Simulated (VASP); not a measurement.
# Al2Ru (Fddd) in VASP: a series of runs

Al2Ru is run at these levels: PBEsol; tasks: relaxation of shape and atoms at fixed volume, single point.

Program: VASP 6.6.1. These are calculated values, not measurements. Logs are shortened: lines on timing, memory, paths and dates and some standing lists are left out, and cuts for length are marked.

### Step 1. The cell of the first run

The structure is orthorhombic, space group Fddd (No. 70). Conventional cell: a = 4.732 Å, b = 8.028 Å, c = 8.828 Å, α = 90.00°, β = 90.00°, γ = 90.00°. Within 3.4 Å of Al (site symmetry 2) lie 5 Ru at 2.58 to 2.74 Å and 9 Al at 2.61 to 3.21 Å. Within 3.4 Å of Ru (site symmetry 222) lie 10 Al at 2.58 to 2.74 Å and 4 Ru at 3.21 Å.

### Step 2. Relaxation of shape and atoms at fixed volume, PBEsol (volume scaled by 1.02)

INCAR

```
SYSTEM = Al2Ru
  ALGO = Normal
  EDIFF = 1E-7
  EDIFFG = -0.001
  ENCUT = 600
  GGA = PS
  IBRION = 2
  ISIF = 4
  ISMEAR = 0
  LASPH = .True.
  LCHARG = .False.
  LREAL = .False.
  LWAVE = .False.
  NELM = 80
  NSW = 80
  PREC = Accurate
  SIGMA = 0.01
```

KPOINTS

```
k-points
0
Gamma
  10 10 10
  0 0 0
```

POSCAR

```
Al2Ru
1.0
    0.0000000000      4.0142267155      4.4140084512
    2.3661959120      0.0000000000      4.4140084512
    2.3661959120      4.0142267155      0.0000000000
Al Ru
4 2
Direct
    0.0789308005      0.4210691995      0.0789308005
    0.4210691995      0.0789308005      0.4210691995
    0.1710691995      0.8289308005      0.1710691995
    0.8289308005      0.1710691995      0.8289308005
    0.7500000000      0.7500000000      0.7500000000
    0.5000000000      0.5000000000      0.5000000000
```

Potentials or basis: VASP PAW PBE potentials, release 64 (Al, Ru_pv).

Command:

```
$ cat potpaw_PBE.64/Al/POTCAR potpaw_PBE.64/Ru_pv/POTCAR > POTCAR
$ mpirun -np 1 vasp_std > vasp.out
```

OUTCAR:

```text
SYSTEM = Al2Ru
   EDIFF = 1E-7
   EDIFFG = -0.001
   ENCUT = 600
   GGA = PS
   IBRION = 2
   ISIF = 4
   ISMEAR = 0
   LASPH = .True.
   LREAL = .False.
   NELM = 80
   NSW = 80
   PREC = Accurate

 ion  position               nearest neighbor table
   1  0.079  0.421  0.079-   6 2.58   6 2.58   3 2.61   3 2.61   5 2.64   2 2.68   2 2.68   5 2.74
                             5 2.74   2 2.75   4 3.21   4 3.21   4 3.21   4 3.21
   2  0.421  0.079  0.421-   6 2.58   6 2.58   4 2.61   4 2.61   5 2.64   1 2.68   1 2.68   5 2.74
                             5 2.74   1 2.75   3 3.21   3 3.21   3 3.21   3 3.21
   3  0.171  0.829  0.171-   5 2.58   5 2.58   1 2.61   1 2.61   6 2.64   4 2.68   4 2.68   6 2.74
                             6 2.74   4 2.75   2 3.21   2 3.21   2 3.21   2 3.21
   4  0.829  0.171  0.829-   5 2.58   5 2.58   2 2.61   2 2.61   6 2.64   3 2.68   3 2.68   6 2.74
                             6 2.74   3 2.75   1 3.21   1 3.21   1 3.21   1 3.21
   5  0.750  0.750  0.750-   4 2.58   3 2.58   4 2.58   3 2.58   1 2.64   2 2.64   2 2.74   2 2.74
                             1 2.74   1 2.74   6 3.21   6 3.21   6 3.21   6 3.21
   6  0.500  0.500  0.500-   1 2.58   2 2.58   1 2.58   2 2.58   3 2.64   4 2.64   3 2.74   3 2.74
                             4 2.74   4 2.74   5 3.21   5 3.21   5 3.21   5 3.21

  LATTYP: Found a face centered orthorhombic cell.
 ALAT       =     4.7323918240
 B/A-ratio  =     1.6964895828
 C/A-ratio  =     1.8654450499

  Lattice vectors:

 A1 = (   0.0000000000,   4.0142267155,   4.4140084512)
 A2 = (   2.3661959120,   0.0000000000,   4.4140084512)
 A3 = (   2.3661959120,   4.0142267155,   0.0000000000)

Analysis of symmetry for initial positions (statically):
=====================================================================
 Subroutine PRICEL returns:
 Original cell was already a primitive cell.

 Routine SETGRP: Setting up the symmetry group for a
 face centered orthorhombic supercell.

 Subroutine GETGRP returns: Found  8 space group operations
 (whereof  4 operations were pure point group operations)
 out of a pool of  8 trial point group operations.

The static configuration has the point symmetry D_2 .
 The point group associated with its full space group is D_2h.

Analysis of symmetry for dynamics (positions and initial velocities):
=====================================================================
 Subroutine PRICEL returns:
 Original cell was already a primitive cell.

 Routine SETGRP: Setting up the symmetry group for a
 face centered orthorhombic supercell.

 Subroutine GETGRP returns: Found  8 space group operations
 (whereof  4 operations were pure point group operations)
 out of a pool of  8 trial point group operations.

The dynamic configuration has the point symmetry D_2 .
 The point group associated with its full space group is D_2h.

 Subroutine INISYM returns: Found  8 space group operations
 (whereof  4 operations are pure point group operations),
 and found     1 'primitive' translations

----------------------------------------------------------------------------------------

                                     Primitive cell

  volume of cell :      83.8524

  direct lattice vectors                    reciprocal lattice vectors
     0.000000000  4.014226716  4.414008451    -0.211309637  0.124556991  0.113275723
     2.366195912  0.000000000  4.414008451     0.211309637 -0.124556991  0.113275723
     2.366195912  4.014226716  0.000000000     0.211309637  0.124556991 -0.113275723

  length of vectors
     5.966362940  5.008228599  4.659710207     0.270180673  0.270180673  0.270180673

  position of ions in fractional coordinates (direct lattice)
     0.078930800  0.421069200  0.078930800
     0.421069200  0.078930800  0.421069200
     0.171069200  0.828930800  0.171069200
     0.828930800  0.171069200  0.828930800
     0.750000000  0.750000000  0.750000000
     0.500000000  0.500000000  0.500000000

  ion indices of the primitive-cell ions
   primitive index   ion index
                 1           1
                 2           2
                 3           3
                 4           4
                 5           5
                 6           6

----------------------------------------------------------------------------------------

 KPOINTS: k-points

Automatic generation of k-mesh.
 Grid dimensions read from file:
 generate k-points for:   10   10   10

 Generating k-lattice:

  Cartesian coordinates                     Fractional coordinates (reciprocal lattice)
    -0.021130964  0.012455699  0.011327572     0.100000000 -0.000000000  0.000000000
     0.021130964 -0.012455699  0.011327572    -0.000000000  0.100000000  0.000000000
     0.021130964  0.012455699 -0.011327572     0.000000000  0.000000000  0.100000000

  Length of vectors
     0.027018067  0.027018067  0.027018067

  Shift w.r.t. Gamma in fractional coordinates (k-lattice)
     0.000000000  0.000000000  0.000000000

 Subroutine IBZKPT returns following result:
 ===========================================

 Found    171 irreducible k-points:

 Following reciprocal coordinates:
            Coordinates               Weight
  0.000000  0.000000  0.000000      1.000000
  0.100000 -0.000000 -0.000000      8.000000
  0.200000 -0.000000 -0.000000      8.000000
  0.300000 -0.000000 -0.000000      8.000000
  0.400000 -0.000000 -0.000000      8.000000
  0.500000  0.000000  0.000000      4.000000
[... 16 lines left out ...]
  0.300000  0.300000  0.000000      2.000000
  0.400000  0.300000  0.000000      8.000000
 [... further k-points ...]
   k-points           NKPTS =    171   k-points in BZ     NKDIM =    171   number of bands    NBANDS=     24
   number of dos      NEDOS =    301   number of ions     NIONS =      6
   total plane-waves  NPLWV =  76800
   dimension x,y,z NGX =    48 NGY =   40 NGZ =   40
   dimension x,y,z NGXF=    96 NGYF=   80 NGZF=   80
   ions per type =               4   2
   NGX,Y,Z   is equivalent  to a cutoff of  13.37, 13.28, 14.27 a.u.
   NGXF,Y,Z  is equivalent  to a cutoff of  26.75, 26.56, 28.54 a.u.
 SYSTEM =  Al2Ru
   PREC   = accura    normal or accurate (medium, high low for compatibility)
   ISTART =      0    job   : 0-new  1-cont  2-samecut
   ICHARG =      2    charge: 1-file 2-atom 10-const
   ISPIN  =      1    spin polarized calculation?
   LNONCOLLINEAR =      F non collinear calculations
   LSORBIT =      F    spin-orbit coupling
   LASPH  =      T    aspherical Exc in radial PAW
   ENCUT  =  600.0 eV  44.10 Ry    6.64 a.u.  11.92 10.00  9.31*2*pi/ulx,y,z
   NELM   =     80;   NELMIN=  2; NELMDL= -5     # of ELM steps
   EDIFF  = 0.1E-06   stopping-criterion for ELM
   LREAL  =      F    real-space projection
   EDIFFG = -.1E-02   stopping-criterion for IOM
   NSW    =     80    number of steps for IOM
   IBRION =      2    ionic relax: 0-MD 1-quasi-New 2-CG
   NFREE  =      1    steps in history (QN), initial steepest desc. (CG)
   ISIF   =      4    stress and relaxation
   ISYM   =      2    0-nonsym 1-usesym 2-fastsym
   POTIM  = 0.5000    time-step for ionic-motion
   TEBEG  =    0.0;   TEEND  =   0.0 temperature during run
   PSTRESS=    0.0 pullay stress
   NELECT =      40.0000    total number of electrons
   NUPDOWN=      -1.0000    fix difference up-down
   EMIN   =  10.00;   EMAX   =-10.00  energy-range for DOS
   EFERMI =   0.00;   METHOD = LEGACY
   ISMEAR =     0;   SIGMA  =   0.01  broadening in eV -4-tet -1-fermi 0-gaus
   EFERMI_NEDOS =   21; number of points for ismear=-14 and -15
   IALGO  =     38    algorithm
   IMIX   =      4    mixing-type and parameters
     AMIX     =   0.40;   BMIX     =  1.00
     AMIX_MAG =   1.60;   BMIX_MAG =  1.00
  volume/ion in A,a.u.               =      13.98        94.31
  Fermi-wavevector in a.u.,A,eV,Ry     =   1.279154  2.417251 22.262336  1.636236
  Thomas-Fermi vector in A             =   2.411656
   LORBIT       =      0    0 simple, 1 ext, 2 COOP (PROOUT), +10 PAW based schemes
   GGA     = PS    functional components
   LHFCALC =     F    Hartree Fock is set to
   AEXX    =    0.0000 exact exchange contribution
   IVDW    =     0    specifies the selected vdW correction
   LEPSILON=     F    determine dielectric tensor
   LRPA    =     F    only Hartree local field effects (RPA)
 conjugate gradient relaxation of ions
 non-spin polarized calculation
 Gauss-broadening in eV      SIGMA  =   0.01
  energy-cutoff  :      600.00
  volume of cell :       83.85
 maximum number of plane-waves:      2830
   NGX = 23   NGY = 19   NGZ = 19

--------------------------------------- Ionic step        1  -------------------------------------------

 number of electron      40.0000001 magnetization

 Free energy of the ion-electron system (eV)
  ---------------------------------------------------
  ext. energy  EPLUGINS =         0.00000000
  ---------------------------------------------------
  free energy    TOTEN  =       -40.81499216 eV

  energy without entropy =      -40.81499216  energy(sigma->0) =      -40.81499216

------------------------ aborting loop because EDIFF is reached ----------------------------------------

  FORCE on cell =-STRESS in cart. coord.  units (eV):
  Direction    XX          YY          ZZ          XY          YZ          ZX
  --------------------------------------------------------------------------------------
  -------------------------------------------------------------------------------------
  Total       -1.7969266     -1.6259679     -1.8804864      0.0000000      0.0000000      0.0000000
  in kB      -34.3340605    -31.0675359    -35.9306459      0.0000000      0.0000000      0.0000000
  external PRESSURE =     -33.7774141 kB  Pullay stress =       0.0000000 kB
[... 145 lines left out ...]
  energy  without entropy=      -40.8152494841  energy(sigma->0) =      -40.81524948

--------------------------------------- Ionic step        5  -------------------------------------------

 number of electron      40.0000001 magnetization

 Free energy of the ion-electron system (eV)
  ---------------------------------------------------
  ext. energy  EPLUGINS =         0.00000000
  ---------------------------------------------------
  free energy    TOTEN  =       -40.81525508 eV

  energy without entropy =      -40.81525508  energy(sigma->0) =      -40.81525508

 E-fermi :  10.4056     XC(G=0): -11.9273

 val. band max:       10.3685557855   @ k =   0.0000   0.0000   0.0000
 cond. band min:      10.4437587583   @ k =   0.0000   0.3000   0.3000
 fundamental gap:      0.0752029729
 Fermi energy:        10.4056398695

 k-point     1 :       0.0000    0.0000    0.0000
  band No.  band energies     occupation
      1     -32.2815      2.00000
      2     -32.2013      2.00000
      3     -32.1968      2.00000
      4     -32.1450      2.00000
      5     -32.1343      2.00000
      6     -32.1333      2.00000
[... 637 lines left out ...]
     23      12.9334      0.00000
     24      13.2796      0.00000

 [... further k-points ...]
[... 5 lines left out ...]
  --------------------------------------------------------------------------------------
  -------------------------------------------------------------------------------------
  Total       -1.7467568     -1.7427726     -1.7377632      0.0000000      0.0000000      0.0000000
  in kB      -33.3754618    -33.2993352    -33.2036184      0.0000000      0.0000000      0.0000000
  external PRESSURE =     -33.2928052 kB  Pullay stress =       0.0000000 kB
[... 21 lines left out ...]
  FREE ENERGIE OF THE ION-ELECTRON SYSTEM (eV)
  ---------------------------------------------------
  free  energy   TOTEN  =       -40.8152550758 eV

  energy  without entropy=      -40.8152550758  energy(sigma->0) =      -40.81525508

 reached required accuracy - stopping structural energy minimisation
```

It took 34 min on 1 thread of AMD EPYC 7R43 (Zen 3), shared host; peak memory 0.48 GiB.

What came out:

```
Free energy               : -40.8153 eV
Energy gained by relaxing : 0.0 meV/atom
Ionic steps               : 5
Pressure after relaxing   : -3.3 GPa
Band gap on the k mesh    : 0.08 eV, indirect (least direct gap 1.20 eV)
```

Step by step:
```csv
step,energy change (eV),largest force (eV/Å),pressure (GPa),volume (Å³)
1,0.0000,0.0268,-3.38,83.85
2,-0.0002,0.0123,-3.34,83.85
3,-0.0002,0.0107,-3.34,83.85
4,-0.0003,0.0045,-3.33,83.85
5,-0.0003,0.0005,-3.33,83.85
```

Final structure:
```yaml
crystal:
  lattice:
    - [0.00000, 4.01805, 4.40920]
    - [2.36652, 0.00000, 4.40920]
    - [2.36652, 4.01805, 0.00000]
  atoms:
    - { symbol: Al, position: [0.07861, 0.42139, 0.07861] }
    - { symbol: Al, position: [0.42139, 0.07861, 0.42139] }
    - { symbol: Al, position: [0.17139, 0.82861, 0.17139] }
    - { symbol: Al, position: [0.82861, 0.17139, 0.82861] }
    - { symbol: Ru, position: [0.75000, 0.75000, 0.75000] }
    - { symbol: Ru, position: [0.50000, 0.50000, 0.50000] }
```

Caveat: the cell differs from its parent crystal (volume scaled by 1.02); the PAW data sets were made with another functional, which shifts forces and pressure a little.

(Continued in part 2 of 2.)
